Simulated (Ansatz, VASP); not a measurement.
**YI in VASP and in Ansatz**

INCAR

```
SYSTEM = YI
  ALGO = Normal
  EDIFF = 1E-6
  ENCUT = 520
  ISIF = 2
  ISMEAR = -1
  ISPIN = 2
  LASPH = .TRUE.
  LCHARG = .TRUE.
  LELF = .TRUE.
  LMAXMIX = 4
  LORBIT = 11
  LREAL = .FALSE.
  LVHAR = .TRUE.
  LWAVE = .FALSE.
  MAGMOM = 0.6 0.6 0 0
  NBANDS = 30
  NELM = 150
  PREC = Accurate
  SIGMA = 0.05
```

Contents of KPOINTS:

```
k-points
0
G
  7 7 3
  0 0 0
```

Contents of POSCAR:

```
YI
1.0
    3.7909460686      0.0000000000      0.0000000000
   -1.8954730343      3.2830555997      0.0000000000
    0.0000000000      0.0000000000     10.6172842624
Y I
2 2
Direct
    0.6666666667      0.3333333333      0.6267270000
    0.3333333333      0.6666666667      0.3732730000
    0.3333333333      0.6666666667      0.8199750000
    0.6666666667      0.3333333333      0.1800250000
```

Input for Ansatz:

```yaml
crystal:
  lattice:
    - [3.7909460686, 0.0, 0.0]
    - [-1.8954730343, 3.2830555997, 0.0]
    - [0.0, 0.0, 10.6172842624]
  atoms:
    - { symbol: "Y", position: [0.6666666667, 0.3333333333, 0.626727], spin: 0.6 }
    - { symbol: "Y", position: [0.3333333333, 0.6666666667, 0.373273], spin: 0.6 }
    - { symbol: I, position: [0.3333333333, 0.6666666667, 0.819975] }
    - { symbol: I, position: [0.6666666667, 0.3333333333, 0.180025] }
magnetization:
  spin_polarized: true
kpoints:
  mp_grid: { grid: [7, 7, 3] }
scf:
  occupations: { method: fermi_dirac, width: 0.05 }
hamiltonian:
  xc: lda
  pseudopotentials: { kind: paw }
output:
  forces: true
  stress: true
  eigenvalues: true
  populations: true
```

Change from the starting cell: volume scaled by 0.88, PAW files.

Alike in both runs: task single point; functional LDA; k mesh 7 × 7 × 3; occupations fermi-dirac, width 0.05 eV; collinear spin.

|  | VASP | Ansatz |
| --- | --- | --- |
| version | VASP 6.6.1 | Ansatz 0.2.0 |
| potentials or method | VASP PAW LDA potentials, release 64 (Y_sv, I) | PAW with Ansatz's default frozen-core files, scalar-relativistic |
| plane-wave cutoff (eV) | 520 | 420 |
| valence electrons in the cell | 36 | 56 |

VASP gave:

* pressure (GPa): 1.7
* traceless stress, the component that is largest in VASP (GPa): 0.85
* rms of the force components (eV/Å): 0.184
* net moment per atom (μB): 0.00
* size of the moment on the site where the two differ most (μB): 0.00

Estimate Ansatz's values.

pressure (GPa): 1.8; traceless stress, the component that is largest in VASP (GPa): 0.74; rms of the force components (eV/Å): 0.187; net moment per atom (μB): 0.16; size of the moment on the site where the two differ most (μB): 0.14.

The net moments are unlike, so the other rows may belong to different states. LDA's correlation is that of Perdew and Zunger in VASP and of Perdew and Wang (1992) in Ansatz. Site moments also hang on the region over which each program counts them. Atom by atom the forces differ by 0.009 eV/Å (rms over components). VASP's potentials hold 36 valence electrons a cell and Ansatz's 56, so a difference there can come from the potentials and not from the codes.

Spin-orbit coupling is off throughout.
